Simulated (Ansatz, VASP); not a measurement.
# Zn: VASP beside Ansatz

```
CELL_PARAMETERS angstrom
2.63563 0.00000 0.00000
-1.31781 2.28252 0.00000
0.00000 0.00000 5.09254
ATOMIC_POSITIONS crystal
Zn 0.33333 0.66667 0.25000
Zn 0.66667 0.33333 0.75000
```

Alike in both runs: functional PBE; k mesh 18 × 18 × 10; occupations fermi-dirac, width 0.08 eV; no spin polarisation.

Ansatz relaxed the structure, and its values are those at the end. VASP's run is a single point on that final structure, the one shown.

|  | VASP | Ansatz |
| --- | --- | --- |
| version | VASP 6.6.1 | Ansatz 0.2.0 |
| potentials or method | VASP PAW PBE potentials, release 64 (Zn) | PAW with Ansatz's default frozen-core files, scalar-relativistic |
| plane-wave cutoff (eV) | 520 | 420 |
| valence electrons in the cell | 24 | 24 |

VASP gave:

```
pressure (GPa) : 0.3
```

Task: Estimate Ansatz's values.

Result: Pressure (GPa): 0.0.

With one functional, cell and mesh, what is left measures potentials, basis and numerics.
